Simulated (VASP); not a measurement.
Wanted: the native input for a VASP 6.6.1 run.

| Quantity | Value |
| --- | --- |
| Task | single point |
| Functional | LDA |
| Potentials or basis | VASP PAW LDA potentials, release 64 (Mo_sv, S) |
| Cutoff | 520 eV |
| k mesh | 9 × 9 × 4 |
| Occupations | fermi-dirac, width 0.05 eV |
| Spin | no spin polarisation |
| Dipole correction | no |
| Further INCAR settings | ALGO = Normal; EDIFF = 1e-06; NBANDS = 20 |

The structure of MoS2 lies in POSCAR:

```
MoS2
1.0
    3.2488391220      0.0000000000      0.0000000000
   -1.6244195610      2.8135772124      0.0000000000
    0.0000000000      0.0000000000      6.3542790981
Mo S
1 2
Direct
    0.0000000000      0.0000000000      0.5000000000
    0.6666666667      0.3333333333      0.7446806800
    0.3333333333      0.6666666667      0.2553193200
```

This cell differs from its parent crystal: volume scaled by 1.02.

These files were run (other wordings do the same):

INCAR

```
SYSTEM = MoS2
  PREC = Accurate
  ENCUT = 520
  EDIFF = 1E-6
  ISMEAR = -1
  SIGMA = 0.05
  LREAL = .False.
  LASPH = .True.
  NELM = 60
  ALGO = Normal
  ISIF = 2
  LWAVE = .False.
  LCHARG = .False.
  NBANDS = 20
```

KPOINTS

```
regular mesh
0
Gamma
  9 9 4
  0 0 0
```

Potentials or basis: VASP PAW LDA potentials, release 64 (Mo_sv, S).

Launch:

```console
$ cat potpaw_LDA.64/Mo_sv/POTCAR potpaw_LDA.64/S/POTCAR > POTCAR
$ mpirun -np 1 vasp_std > vasp.out
```

Results of the run:

| Item | Value |
| --- | --- |
| Pressure | -8.2 GPa |
| Largest force | 0.431 eV/Å |
| Band gap on the k mesh | zero (band 13 reaches 7.10 eV, above the bottom of band 14 at 6.13 eV) |

Wall time 23 s on 1 thread of Intel(R) Xeon(R) Platinum 8488C (Sapphire Rapids), on a shared host, peak memory 0.17 GiB.
